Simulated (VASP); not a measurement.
# As: single point with LDA

The system is As.

```
CELL_PARAMETERS angstrom
0.00000 3.00411 3.00411
3.00411 0.00000 3.00411
3.00411 3.00411 0.00000
ATOMIC_POSITIONS crystal
As 0.00000 0.00000 0.00000
As 0.25000 0.25000 0.25000
```

| Property | Result |
| --- | --- |
| Program | VASP 6.6.1 |
| Task | single point |
| Functional | LDA |
| Potentials or basis | VASP PAW LDA potentials, release 64 (As) |
| Cutoff | 520 eV |
| k mesh | 6 × 6 × 6 |
| Occupations | methfessel-paxton, width 0.1 eV |
| Spin | no spin polarisation |

| Property | Result |
| --- | --- |
| Pressure | -0.3 GPa |
| Band gap on the k mesh | zero (band 5 reaches 3.76 eV, above the bottom of band 6 at 2.55 eV) |

Levels at points of the mesh, in eV from the Fermi level:
| k point | band 2 | band 3 | band 4 | band 5 | band 6 | band 7 | band 8 | band 9 |
| --- | --- | --- | --- | --- | --- | --- | --- | --- |
| (0.00, 0.00, 0.00) | -5.86 | -2.21 | -2.21 | -2.21 | 0.56 | 0.56 | 0.56 | 4.65 |
| (0.50, 0.00, 0.00) | -9.65 | -3.19 | -3.19 | -2.80 | 1.81 | 1.81 | 4.95 | 6.92 |
| (0.50, 0.50, 0.00) | -11.19 | -4.31 | -4.31 | -0.80 | -0.80 | 5.19 | 5.19 | 7.56 |

Wall time 16 s on 1 thread of AMD EPYC 7R13, on a shared host, peak memory 0.12 GiB.
